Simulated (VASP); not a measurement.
Write the native input for VASP 6.6.1 that does the following.

| Item | Value |
| --- | --- |
| Task | single point |
| Functional | r2SCAN |
| Potentials or basis | VASP PAW PBE potentials, release 64 (Ga_d, N) |
| Cutoff | 520 eV |
| k mesh | 8 × 8 × 8 |
| Occupations | gaussian, width 0.01 eV |
| Spin | no spin polarisation |
| Dipole correction | no |
| Further INCAR settings | ALGO = Normal; EDIFF = 1e-06; NBANDS = 16 |

Crystal: GaN.

```
CELL_PARAMETERS angstrom
0.00000 2.11729 2.11729
2.11729 0.00000 2.11729
2.11729 2.11729 0.00000
ATOMIC_POSITIONS crystal
Ga 0.00000 0.00000 0.00000
N 0.50000 0.50000 0.50000
```

These files were run (other wordings do the same):

POSCAR

```
GaN
1.0
    0.0000000000      2.1172910004      2.1172910004
    2.1172910004      0.0000000000      2.1172910004
    2.1172910004      2.1172910004      0.0000000000
Ga N
1 1
Direct
    0.0000000000      0.0000000000      0.0000000000
    0.5000000000      0.5000000000      0.5000000000
```

INCAR.step1

```
PREC = Accurate
ENCUT = 520
ISMEAR = 0
SIGMA = 0.01
LREAL = False
LASPH = True
NELM = 100
NBANDS = 16
GGA = PE
ALGO = Normal
EDIFF = 1E-4
LWAVE = True
LCHARG = False
```

INCAR.step2

```
PREC = Accurate
ENCUT = 520
EDIFF = 1E-6
ISMEAR = 0
SIGMA = 0.01
LREAL = False
LASPH = True
NELM = 100
ALGO = Normal
ISIF = 2
LWAVE = False
LCHARG = False
METAGGA = R2SCAN
LMIXTAU = True
NBANDS = 16
ISTART = 1
```

KPOINTS

```
Automatic mesh
0
Gamma
  8 8 8
```

Potentials or basis: VASP PAW PBE potentials, release 64 (Ga_d, N).

Run with:

```sh
$ cat potpaw_PBE.64/Ga_d/POTCAR potpaw_PBE.64/N/POTCAR > POTCAR
$ cp INCAR.step1 INCAR
$ mpirun -np 1 vasp_std > vasp.out
$ cp INCAR.step2 INCAR
$ mpirun -np 1 vasp_std > vasp.out
```

It gave:

* Pressure: -1.7 GPa
* Band gap on the k mesh: 1.08 eV, indirect (least direct gap 3.24 eV)

Caveat: the PAW data sets were made with another functional, which shifts forces and pressure a little.

Wall time 36 s on 1 thread of AMD EPYC 7R13 Processor (Zen 3), with other jobs on the host, peak memory 0.11 GiB.
